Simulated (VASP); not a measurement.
A run of VASP 6.6.1 is set up as follows.

File INCAR:

```
SYSTEM = Pb
  PREC = Accurate
  ENCUT = 520
  EDIFF = 1E-6
  ISMEAR = -1
  SIGMA = 0.05
  LREAL = .FALSE.
  LASPH = .TRUE.
  NELM = 100
  ALGO = Normal
  ISIF = 2
  LWAVE = .FALSE.
  LCHARG = .FALSE.
  GGA = B5
  ALDAX = 1.0
  AGGAX = 1.0
  AGGAC = 1.0
  ALDAC = 0.0
  IVDW = 12
  VDW_S6 = 1.0
  VDW_S8 = 2.6996
  VDW_A1 = 0.4298
  VDW_A2 = 4.2359
  NBANDS = 13
```

File KPOINTS:

```
regular mesh
0
G
  9 9 9
  0 0 0
```

File POSCAR:

```
Pb
1.0
    0.0000000000      2.4856123919      2.4856123919
    2.4856123919      0.0000000000      2.4856123919
    2.4856123919      2.4856123919      0.0000000000
Pb
1
Direct
    0.0000000000      0.0000000000      0.0000000000
```

Potentials or basis: VASP PAW PBE potentials, release 64 (Pb_d).

Command:

```bash
$ cat potpaw_PBE.64/Pb_d/POTCAR > POTCAR
$ mpirun -np 1 vasp_std > vasp.out
```

(1) Predict the dispersion energy per atom.

(2) Predict the band gap on the k mesh.

## Answers

(1) -0.987 eV.

(2) zero (bands 7 and 8 overlap by 8.61 eV).

Caveat: spin-orbit coupling is left out, which moves the levels of the heavy elements.
